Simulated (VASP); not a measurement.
Wanted: the native input for a VASP 6.6.1 run.

| Quantity | Value |
| --- | --- |
| Task | single point |
| Functional | PBEsol |
| Potentials or basis | VASP PAW PBE potentials, release 64 (Fe) |
| Cutoff | 520 eV |
| k mesh | 13 × 13 × 13 |
| Occupations | fermi-dirac, width 0.05 eV |
| Spin | collinear spin, ferromagnetic start |
| Starting moments | [2.2] μB |
| Dipole correction | no |
| Further INCAR settings | ALGO = Normal; EDIFF = 1e-07; NBANDS = 14 |

The structure of Fe lies in POSCAR:

```
Fe
1.0
   -1.3935430000      1.3935430000      1.3935430000
    1.3935430000     -1.3935430000      1.3935430000
    1.3935430000      1.3935430000     -1.3935430000
Fe
1
Direct
    0.0000000000      0.0000000000      0.0000000000
```

One way to write it, as run:

INCAR

```
PREC = Accurate ; ENCUT = 520
EDIFF = 1E-7 ; ISMEAR = -1
SIGMA = 0.05 ; LREAL = False
LASPH = True ; NELM = 150
ALGO = Normal ; ISIF = 2
LWAVE = False ; LCHARG = False
ISPIN = 2 ; MAGMOM = 2.2
LORBIT = 11 ; LMAXMIX = 4
GGA = PS ; NBANDS = 14
```

KPOINTS

```
Automatic mesh
0
Gamma
  13 13 13
```

Potentials or basis: VASP PAW PBE potentials, release 64 (Fe).

The run is started by

```sh
$ cat potpaw_PBE.64/Fe/POTCAR > POTCAR
$ mpirun -np 1 vasp_std > vasp.out
```

Results of the run:

```yaml
Pressure: -0.7 GPa
Net_moment: 2.07 μB per cell
Site_moments: Fe +2.06 μB
Valence_electrons_inside_the_program's_atomic_spheres: Fe 7.38
```

Caveat: the PAW data sets were made with another functional, which shifts forces and pressure a little.

Run time: 26 s on 1 thread of AMD EPYC 7R43 64-Core Processor (Zen 3) (shared host), peak memory 0.1 GiB.
